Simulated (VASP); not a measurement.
Runs of VASP 6.6.1 on Cr. It takes space group Im-3m (No. 229, cubic). The conventional cell has a = 2.969 Å, b = 2.969 Å, c = 2.969 Å, α = 90.00°, β = 90.00°, γ = 90.00°. Cr (site symmetry m-3m) has 14 Cr at 2.57 to 2.97 Å within 3.4 Å. 

| level | spin | U | k mesh | cutoff (eV) | smearing | gap on the mesh (eV) | pressure (GPa) | moment (μB) |
| --- | --- | --- | --- | --- | --- | --- | --- | --- |
| PBE | collinear, antiferromagnetic start | - | 2 × 2 × 2 | 520 | gaussian 0.1 eV | none | -8.4 | 0.00 |
| PBE | off | - | 6 × 6 × 6 | 500 | gaussian 0.1 eV | none | (a) | - |
| PBE+U | collinear, antiferromagnetic start | Cr d U = 6.3 eV | 4 × 4 × 4 | 500 | methfessel-paxton 0.1 eV | none | 46.9 | 0.00 |
| PBE | collinear, antiferromagnetic start | - | 2 × 2 × 2 | 500 | gaussian 0.1 eV | none | -8.4 | 0.00 |
| PBE | collinear, antiferromagnetic start | - | 6 × 6 × 6 | 520 | fermi-dirac 0.00861733 eV | none | -13.5 | 0.00 |
| PBE | collinear, zero start | - | 2 × 2 × 2 | 500 | gaussian 0.1 eV | none | -23.3 | 0.00 |
| PBEsol | collinear, antiferromagnetic start | - | 2 × 2 × 2 | 500 | gaussian 0.1 eV | none | -17.2 | 0.00 |
| PBE | collinear, antiferromagnetic start | - | 6 × 6 × 6 | 520 | gaussian 0.1 eV | none | -13.5 | 0.00 |

Alike in all rows: task single point; potentials or basis VASP PAW PBE potentials, release 64 (Cr_pv); cell as given.

Q: Estimate the missing entries.

A: (a) -25.2.

Caveats: some runs use coarse meshes; the U is typed as a test and isn't derived for this compound (some runs); the PAW data sets were made with another functional, which shifts forces and pressure a little (some runs).

A gap of «none» marks levels without a gap at the run's occupations.
